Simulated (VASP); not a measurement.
# Ir3O in VASP: further runs

Ir3O is run at these levels: PBE; tasks: relaxation of the atoms, single point.

Program: VASP 6.6.1. These are calculated values, not measurements. Logs are shortened: lines on timing, memory, paths and dates and some standing lists are left out, and cuts for length are marked.

**1. The cell of the first run**

The cell holds a slab with vacuum, 4 atoms: a = 2.737 Å, b = 2.737 Å, c = 19.188 Å, α = 90.00°, β = 90.00°, γ = 90.00°.

**2. Relaxation of the atoms, PBE**

File INCAR:

```
SYSTEM = Ir3O
PREC = Accurate
ENCUT = 520
EDIFF = 1E-7
ISMEAR = 0
SIGMA = 0.1
LREAL = .FALSE.
LASPH = .TRUE.
NELM = 60
ALGO = Normal
ISIF = 2
LWAVE = .FALSE.
LCHARG = .FALSE.
LDIPOL = .TRUE.
IDIPOL = 3
DIPOL = 0.5 0.5 0.351
GGA = PE
IBRION = 2
NSW = 36
EDIFFG = -0.025
```

File KPOINTS:

```
regular mesh
0
G
  10 10 1
  0 0 0
```

File POSCAR:

```
Ir3O
1.0
    2.7367600872      0.0000000000      0.0000000000
    0.0000000000      2.7367600872      0.0000000000
    0.0000000000      0.0000000000     19.1883373425
Ir O
3 1
Selective dynamics
Direct
    0.5000000000      0.5000000000      0.2084599582  F F F
    0.0000000000      0.0000000000      0.3045662601  F F F
    0.5000000000      0.5000000000      0.4006776202  F F F
    0.5000000000      0.6666666667      0.4883807435  F F T
```

Potentials or basis: VASP PAW PBE potentials, release 64 (Ir, O).

The run is started by

```
> cat potpaw_PBE.64/Ir/POTCAR potpaw_PBE.64/O/POTCAR > POTCAR
> mpirun -np 1 vasp_std > vasp.out
```

OUTCAR:

```text
SYSTEM = Ir3O
   PREC = Accurate
   ENCUT = 520
   EDIFF = 1E-7
   ISMEAR = 0
   LREAL = .FALSE.
   LASPH = .TRUE.
   NELM = 60
   ISIF = 2
   GGA = PE
   IBRION = 2
   NSW = 36
   EDIFFG = -0.025

 ion  position               nearest neighbor table
   1  0.500  0.500  0.208-   2 2.67   2 2.67   2 2.67   2 2.67
   2  0.000  0.000  0.305-   1 2.67   1 2.67   1 2.67   1 2.67   3 2.67   3 2.67   3 2.67   3 2.67

   3  0.500  0.500  0.401-   4 1.74   2 2.67   2 2.67   2 2.67   2 2.67
   4  0.500  0.667  0.488-   3 1.74

  LATTYP: Found a simple tetragonal cell.
 ALAT       =     2.7367600872
 C/A-ratio  =     7.0113333764

  Lattice vectors:

 A1 = (   2.7367600872,   0.0000000000,   0.0000000000)
 A2 = (   0.0000000000,   2.7367600872,   0.0000000000)
 A3 = (   0.0000000000,   0.0000000000,  19.1883373425)

Analysis of symmetry for initial positions (statically):
=====================================================================
 Subroutine PRICEL returns:
 Original cell was already a primitive cell.

 Routine SETGRP: Setting up the symmetry group for a
 simple tetragonal supercell.

 Subroutine GETGRP returns: Found  2 space group operations
 (whereof  2 operations were pure point group operations)
 out of a pool of 16 trial point group operations.

The static configuration has the point symmetry C_1h.

Analysis of symmetry for dynamics (positions and initial velocities):
=====================================================================
 Subroutine PRICEL returns:
 Original cell was already a primitive cell.

 Routine SETGRP: Setting up the symmetry group for a
 simple tetragonal supercell.

 Subroutine GETGRP returns: Found  2 space group operations
 (whereof  2 operations were pure point group operations)
 out of a pool of 16 trial point group operations.

The dynamic configuration has the point symmetry C_1h.

Analysis of constrained symmetry for selective dynamics:
=====================================================================
 Subroutine PRICEL returns:
 Original cell was already a primitive cell.

 Routine SETGRP: Setting up the symmetry group for a
 simple tetragonal supercell.

 Subroutine GETGRP returns: Found  2 space group operations
 (whereof  2 operations were pure point group operations)
 out of a pool of 16 trial point group operations.

The constrained configuration has the point symmetry C_1h.

 Subroutine INISYM returns: Found  2 space group operations
 (whereof  2 operations are pure point group operations),
 and found     1 'primitive' translations

----------------------------------------------------------------------------------------

                                     Primitive cell

  volume of cell :     143.7179

  direct lattice vectors                    reciprocal lattice vectors
     2.736760087  0.000000000  0.000000000     0.365395566  0.000000000  0.000000000
     0.000000000  2.736760087  0.000000000     0.000000000  0.365395566  0.000000000
     0.000000000  0.000000000 19.188337342     0.000000000  0.000000000  0.052114990

  length of vectors
     2.736760087  2.736760087 19.188337342     0.365395566  0.365395566  0.052114990

  position of ions in fractional coordinates (direct lattice)
     0.500000000  0.500000000  0.208459958
     0.000000000  0.000000000  0.304566260
     0.500000000  0.500000000  0.400677620
     0.500000000  0.666666667  0.488380744

  ion indices of the primitive-cell ions
   primitive index   ion index
                 1           1
                 2           2
                 3           3
                 4           4

----------------------------------------------------------------------------------------

 KPOINTS: regular mesh

Automatic generation of k-mesh.
 Grid dimensions read from file:
 generate k-points for:   10   10    1

 Generating k-lattice:

  Cartesian coordinates                     Fractional coordinates (reciprocal lattice)
     0.036539557  0.000000000  0.000000000     0.100000000  0.000000000  0.000000000
     0.000000000  0.036539557  0.000000000     0.000000000  0.100000000  0.000000000
     0.000000000  0.000000000  0.052114990     0.000000000  0.000000000  1.000000000

  Length of vectors
     0.036539557  0.036539557  0.052114990

  Shift w.r.t. Gamma in fractional coordinates (k-lattice)
     0.000000000  0.000000000  0.000000000

 Subroutine IBZKPT returns following result:
 ===========================================

 Found     36 irreducible k-points:

 Following reciprocal coordinates:
            Coordinates               Weight
  0.000000  0.000000  0.000000      1.000000
  0.100000  0.000000  0.000000      2.000000
  0.000000  0.100000  0.000000      2.000000
  0.200000  0.000000  0.000000      2.000000
  0.000000  0.200000  0.000000      2.000000
  0.300000  0.000000  0.000000      2.000000
[... 16 lines left out ...]
 -0.200000  0.300000  0.000000      4.000000
  0.400000  0.200000  0.000000      4.000000
 [... further k-points ...]
   k-points           NKPTS =     36   k-points in BZ     NKDIM =     36   number of bands    NBANDS=     20
   number of dos      NEDOS =    301   number of ions     NIONS =      4
   total plane-waves  NPLWV =  57600
   dimension x,y,z NGX =    20 NGY =   20 NGZ =  144
   dimension x,y,z NGXF=    40 NGYF=   40 NGZF=  288
   ions per type =               3   1
   NGX,Y,Z   is equivalent  to a cutoff of  12.15, 12.15, 12.48 a.u.
   NGXF,Y,Z  is equivalent  to a cutoff of  24.30, 24.30, 24.95 a.u.
 SYSTEM =  Ir3O
   PREC   = accura    normal or accurate (medium, high low for compatibility)
   ISTART =      0    job   : 0-new  1-cont  2-samecut
   ICHARG =      2    charge: 1-file 2-atom 10-const
   ISPIN  =      1    spin polarized calculation?
   LNONCOLLINEAR =      F non collinear calculations
   LSORBIT =      F    spin-orbit coupling
   LASPH  =      T    aspherical Exc in radial PAW
   ENCUT  =  520.0 eV  38.22 Ry    6.18 a.u.   5.09  5.09 35.68*2*pi/ulx,y,z
   NELM   =     60;   NELMIN=  2; NELMDL= -5     # of ELM steps
   EDIFF  = 0.1E-06   stopping-criterion for ELM
   LREAL  =      F    real-space projection
   EDIFFG = -.3E-01   stopping-criterion for IOM
   NSW    =     36    number of steps for IOM
   IBRION =      2    ionic relax: 0-MD 1-quasi-New 2-CG
   NFREE  =      1    steps in history (QN), initial steepest desc. (CG)
   ISIF   =      2    stress and relaxation
   ISYM   =      2    0-nonsym 1-usesym 2-fastsym
   POTIM  = 0.5000    time-step for ionic-motion
   TEBEG  =    0.0;   TEEND  =   0.0 temperature during run
   PSTRESS=    0.0 pullay stress
   NELECT =      33.0000    total number of electrons
   NUPDOWN=      -1.0000    fix difference up-down
   EMIN   =  10.00;   EMAX   =-10.00  energy-range for DOS
   EFERMI =   0.00;   METHOD = LEGACY
   ISMEAR =     0;   SIGMA  =   0.10  broadening in eV -4-tet -1-fermi 0-gaus
   EFERMI_NEDOS =   21; number of points for ismear=-14 and -15
   IALGO  =     38    algorithm
   IMIX   =      4    mixing-type and parameters
     AMIX     =   0.40;   BMIX     =  1.00
     AMIX_MAG =   1.60;   BMIX_MAG =  1.00
  volume/ion in A,a.u.               =      35.93       242.46
  Fermi-wavevector in a.u.,A,eV,Ry     =   1.002480  1.894413 13.673405  1.004967
  Thomas-Fermi vector in A             =   2.134970
   LORBIT       =      0    0 simple, 1 ext, 2 COOP (PROOUT), +10 PAW based schemes
   GGA     = PE    functional components
   LHFCALC =     F    Hartree Fock is set to
   AEXX    =    0.0000 exact exchange contribution
   IVDW    =     0    specifies the selected vdW correction
   LEPSILON=     F    determine dielectric tensor
   LRPA    =     F    only Hartree local field effects (RPA)
 conjugate gradient relaxation of ions
 non-spin polarized calculation
 Gauss-broadening in eV      SIGMA  =   0.10
  energy-cutoff  :      520.00
  volume of cell :      143.72
 maximum number of plane-waves:      3910
   NGX = 11   NGY = 11   NGZ = 71

 dipolmoment           0.000000      0.000000     -0.011622 electrons x Angstroem

--------------------------------------- Ionic step        1  -------------------------------------------

 number of electron      32.9999997 magnetization

 Free energy of the ion-electron system (eV)
  ---------------------------------------------------
  ext. energy  EPLUGINS =         0.00000000
  ---------------------------------------------------
  free energy    TOTEN  =       -29.44789999 eV

  energy without entropy =      -29.41969144  energy(sigma->0) =      -29.43379571

------------------------ aborting loop because EDIFF is reached ----------------------------------------

  FORCE on cell =-STRESS in cart. coord.  units (eV):
  Direction    XX          YY          ZZ          XY          YZ          ZX
  --------------------------------------------------------------------------------------
  -------------------------------------------------------------------------------------
  Total        0.5743614      0.8268814      5.4469319      0.0000000      0.3092829      0.0000000
  in kB        6.4030226      9.2181339     60.7227914      0.0000000      3.4479084      0.0000000
  external PRESSURE =      25.4479826 kB  Pullay stress =       0.0000000 kB
[... 61 lines left out ...]
  energy  without entropy=      -29.4284438478  energy(sigma->0) =      -29.44266239

--------------------------------------- Ionic step        3  -------------------------------------------

 number of electron      32.9999995 magnetization

 dipolmoment           0.000000      0.000000      0.095765 electrons x Angstroem

 Free energy of the ion-electron system (eV)
  ---------------------------------------------------
  ext. energy  EPLUGINS =         0.00000000
  ---------------------------------------------------
  free energy    TOTEN  =       -29.47223905 eV

  energy without entropy =      -29.44396244  energy(sigma->0) =      -29.45810075

 E-fermi :  -1.1604     XC(G=0):  -5.7204

 val. band max:       -1.1770584727   @ k =  -0.2000   0.3000   0.0000
 cond. band min:      -1.1463817620   @ k =   0.5000   0.0000   0.0000
 fundamental gap:      0.0306767107
 Fermi energy:        -1.1603878143

 k-point     1 :       0.0000    0.0000    0.0000
  band No.  band energies     occupation
      1     -19.7511      2.00000
      2     -11.0848      2.00000
      3      -8.8060      2.00000
      4      -8.1274      2.00000
      5      -8.0953      2.00000
      6      -6.5550      2.00000
[... 12 lines left out ...]
     19      -0.1937      0.00000
[... 513 lines left out ...]
      4      -7.1785      2.00000
      5      -6.9208      2.00000
      6      -6.1465      2.00000
[... 12 lines left out ...]
     19       0.0403      0.00000
     20       0.4328      0.00000

 [... further k-points ...]

------------------------ aborting loop because EDIFF is reached ----------------------------------------

 vacuum level on the upper side and lower side of the slab       (xc-potential included)         1.110        -1.136

  FORCE on cell =-STRESS in cart. coord.  units (eV):
  Direction    XX          YY          ZZ          XY          YZ          ZX
  --------------------------------------------------------------------------------------
  -------------------------------------------------------------------------------------
  Total        0.3772938      0.4230964      2.9957874      0.0000000     -0.2654802      0.0000000
  in kB        4.2060986      4.7167089     33.3972553      0.0000000     -2.9595927      0.0000000
  external PRESSURE =      14.1066876 kB  Pullay stress =       0.0000000 kB

 VOLUME and BASIS-vectors are now :
 -----------------------------------------------------------------------------
  energy-cutoff  :      520.00
  volume of cell :      143.72
      direct lattice vectors                 reciprocal lattice vectors
     2.736760087  0.000000000  0.000000000     0.365395566  0.000000000  0.000000000
     0.000000000  2.736760087  0.000000000     0.000000000  0.365395566  0.000000000
     0.000000000  0.000000000 19.188337342     0.000000000  0.000000000  0.052114990
[... 10 lines left out ...]
  FREE ENERGIE OF THE ION-ELECTRON SYSTEM (eV)
  ---------------------------------------------------
  free  energy   TOTEN  =       -29.4722390530 eV

  energy  without entropy=      -29.4439624449  energy(sigma->0) =      -29.45810075

 reached required accuracy - stopping structural energy minimisation

 vacuum level on the upper side and lower side of the slab         6.631         4.318
```

It took 4.2 min on 1 thread of Intel Xeon Platinum 8488C (Sapphire Rapids), shared host; peak memory 0.3 GiB.

Results:

| Quantity | Value |
| --- | --- |
| Free energy | -29.4722 eV |
| Energy gained by relaxing | 6.1 meV/atom |
| Ionic steps | 3 |
| Band gap on the k mesh | zero (an odd number of electrons rules out a gap without spin polarisation) |

Step by step:
```
step  energy change (eV)  largest force on free atoms (eV/Å)  pressure (GPa)
   1              0.0000                              1.3896            2.54
   2             -0.0090                              0.9663            0.55
   3             -0.0243                              0.0027            1.41
```

Final structure:
```
Ir O
1.0
     2.73676    0.00000    0.00000
     0.00000    2.73676    0.00000
     0.00000    0.00000   19.18834
Ir O
3 1
Cartesian
  1.3684 1.3684 4.0000
  0.0000 0.0000 5.8441
  1.3684 1.3684 7.6883
  1.3684 1.8245 9.4075
```

Levels at points of the mesh, in eV from the Fermi level:
```csv
k point,band 13,band 14,band 15,band 16,band 17,band 18,band 19,band 20
"(0.00, 0.00, 0.00)",-1.49,-1.16,-0.75,-0.26,-0.17,0.11,0.97,1.01
"(0.50, 0.00, 0.00)",-1.87,-1.37,-0.76,0.01,0.49,0.89,1.33,1.39
"(0.00, 0.50, 0.00)",-2.24,-1.78,-0.57,0.13,0.52,1.00,1.26,1.67
"(0.50, 0.50, 0.00)",0.05,0.42,0.58,1.23,1.23,2.18,2.51,4.05
```

Caveat: spin-orbit coupling is left out, which moves the levels of the heavy elements.

**3. Single point, PBE**

File INCAR:

```
SYSTEM = Ir3O
ALGO = Normal
DIPOL = 0.5 0.5 0.351
EDIFF = 1E-6
ENCUT = 520
GGA = PE
GGA_COMPAT = .False.
IDIPOL = 3
ISIF = 2
ISMEAR = 0
LASPH = .True.
LCHARG = .False.
LDIPOL = .True.
LREAL = .False.
LWAVE = .False.
NBANDS = 36
NELM = 120
NELMDL = -8
PREC = Accurate
SIGMA = 0.1
```

File KPOINTS:

```
k-points
0
Gamma
  10 10 1
  0 0 0
```

File POSCAR:

```
Ir3O
1.0
    2.7367600872      0.0000000000      0.0000000000
    0.0000000000      2.7367600872      0.0000000000
    0.0000000000      0.0000000000     19.1883373414
Ir O
3 1
Direct
    0.5000000000      0.5000000000      0.2084599582
    0.0000000000      0.0000000000      0.3045662606
    0.5000000000      0.5000000000      0.4006776202
    0.5000000000      0.6666666667      0.4893336990
```

Potentials or basis: VASP PAW PBE potentials, release 64 (Ir_sv_GW, O).

The run is started by

```
> cat potpaw_PBE.64/Ir_sv_GW/POTCAR potpaw_PBE.64/O/POTCAR > POTCAR
> mpirun -np 1 vasp_std > vasp.out
```

Run time: 4.6 min. Hardware: 1 thread of Intel Xeon Platinum 8488C (Sapphire Rapids), shared host; peak memory 0.33 GiB.

It converged, with:

```
Free energy            : -31.2394 eV
Largest force          : 1.435 eV/Å
Band gap on the k mesh : zero (an odd number of electrons rules out a gap without spin polarisation)
```

Forces on the atoms (eV/Å):
```
Ir   0.000 -0.282 -0.450
Ir   0.000 -0.065 -0.653
Ir   0.000  1.124  0.891
O    0.000 -0.777  0.212
```

Levels at points of the mesh, in eV from the Fermi level:
```
           k point  band 26  band 27  band 28  band 29  band 30  band 31
(0.00, 0.00, 0.00)    -1.17    -0.75    -0.28    -0.19     0.09     0.97
(0.50, 0.00, 0.00)    -1.41    -0.75    -0.01     0.48     0.88     1.33
(0.00, 0.50, 0.00)    -1.81    -0.56     0.11     0.51     1.02     1.27
(0.50, 0.50, 0.00)     0.43     0.59     1.19     1.24     2.20     2.59
```

Caveat: spin-orbit coupling is left out, which moves the levels of the heavy elements.

**4. Single point, PBE**

File INCAR:

```
PREC = Accurate ; ENCUT = 520
EDIFF = 1E-6 ; ISMEAR = 0
SIGMA = 0.1 ; LREAL = False
LASPH = True ; NELM = 120
ALGO = Normal ; ISIF = 2
LWAVE = False ; LCHARG = True
LDIPOL = True ; IDIPOL = 3
DIPOL = 0.5 0.5 0.349 ; GGA = PE
LELF = True ; LVHAR = True
LVACPOTAV = True ; NBANDS = 36
GGA_COMPAT = False ; NELMDL = -8
```

File KPOINTS:

```
regular mesh
0
Gamma
  10 10 1
```

Changes to POSCAR since step 3:

```diff
@@ -11,2 +11,2 @@
     0.5000000000      0.5000000000      0.4006776202
-    0.5000000000      0.6666666667      0.4893336990
+    0.5000000000      0.8333333333      0.4808448900
```

The run is started by

```
> cat potpaw_PBE.64/Ir_sv_GW/POTCAR potpaw_PBE.64/O/POTCAR > POTCAR
> mpirun -np 1 vasp_std > vasp.out
```

It took 4.8 min on 1 thread of AMD EPYC 7R13 (Zen 3), shared host; peak memory 0.3 GiB.

It converged, with:

```
Free energy            : -31.3380 eV
Largest force          : 1.724 eV/Å
Band gap on the k mesh : zero (an odd number of electrons rules out a gap without spin polarisation)
```

Forces on the atoms (eV/Å):
```
Ir   0.000 -0.291 -0.283
Ir   0.000  0.001 -0.899
Ir   0.000 -1.387  1.024
O    0.000  1.677  0.159
```

Levels at points of the mesh, in eV from the Fermi level:
```csv
k point,band 26,band 27,band 28,band 29,band 30,band 31,band 32,band 33
"(0.00, 0.00, 0.00)",-1.21,-1.16,-0.43,-0.08,0.08,0.69,0.94,1.35
"(0.50, 0.00, 0.00)",-1.04,-0.79,-0.25,0.45,0.56,1.51,1.64,2.73
"(0.00, 0.50, 0.00)",-1.54,-0.42,-0.14,0.57,0.65,1.09,2.06,2.26
"(0.50, 0.50, 0.00)",0.35,0.87,0.93,1.24,2.00,2.15,3.74,5.34
```

Caveat: spin-orbit coupling is left out, which moves the levels of the heavy elements.

**5. The runs side by side**

| task | potentials or basis | cell | atoms held fixed (from 0) | atoms held along some axes (from 0) | gap on the mesh (eV) | largest force (eV/Å) |
| --- | --- | --- | --- | --- | --- | --- |
| relaxation of the atoms | VASP PAW PBE potentials, release 64 (Ir, O) | atoms relaxed, atomic positions A | [0, 1, 2] | atom 3 along a and b | none | - |
| single point | VASP PAW PBE potentials, release 64 (Ir_sv_GW, O) | as given, atomic positions B | - | - | none | 1.43 |
| single point | VASP PAW PBE potentials, release 64 (Ir_sv_GW, O) | as given, atomic positions C | - | - | none | 1.72 |

Alike in all rows: level PBE; no spin polarisation; k mesh 10 × 10 × 1; cutoff (eV) 520; smearing gaussian 0.1 eV.

Caveats: spin-orbit coupling is left out, which moves the levels of the heavy elements.

Total energies depend on the potentials used, so only differences within one code and one set of settings carry meaning.

The gap in the log of VASP goes by the Fermi energy; the results here count the filled bands.